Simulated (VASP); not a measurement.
Wanted: the native input for a VASP 6.6.1 run.

```
Task                   : single point
Functional             : PBE
Potentials or basis    : VASP PAW PBE potentials, release 64 (Ta_pv, B, O)
Cutoff                 : 520 eV
k mesh                 : 6 × 6 × 6
Occupations            : gaussian, width 0.1 eV
Spin                   : no spin polarisation
Dipole correction      : no
Further INCAR settings : ALGO = Normal; EDIFF = 1e-06; NBANDS = 25
```

The structure of Ta2B2O lies in POSCAR:

```
Ta2B2O
1.0
   -2.0373478799      2.0373478799      4.5906106519
    2.0373478799     -2.0373478799      4.5906106519
    2.0373478799      2.0373478799     -4.5906106519
Ta B O
2 2 1
Direct
    0.5000000000      0.0000000000      0.5000000000
    0.0000000000      0.5000000000      0.5000000000
    0.7500000000      0.2500000000      0.5000000000
    0.2500000000      0.7500000000      0.5000000000
    0.5000000000      0.5000000000      0.0000000000
```

The cell was built from a structure type or drawn by symmetry, and may not be a known phase.

The input as run:

INCAR

```
ALGO = Normal ; EDIFF = 1E-6
ENCUT = 520 ; GGA = PE
ISIF = 2 ; ISMEAR = 0
LASPH = T ; LCHARG = F
LREAL = F ; LWAVE = F
NBANDS = 25 ; NELM = 60
PREC = Accurate ; SIGMA = 0.1
```

KPOINTS

```
k-points
0
Gamma
  6 6 6
```

Potentials or basis: VASP PAW PBE potentials, release 64 (Ta_pv, B, O).

Launch:

```sh
$ cat potpaw_PBE.64/Ta_pv/POTCAR potpaw_PBE.64/B/POTCAR potpaw_PBE.64/O/POTCAR > POTCAR
$ mpirun -np 1 vasp_std > vasp.out
```

It gave:

```json
{
  "Pressure": "0.3 GPa",
  "Band gap on the k mesh": "zero (bands 17 and 18 overlap by 0.95 eV)"
}
```

Caveat: spin-orbit coupling is left out, which moves the levels of the heavy elements.

It took 39 s on 1 thread of Intel(R) Xeon(R) 6975P-C (Granite Rapids), on a shared host, peak memory 0.26 GiB.
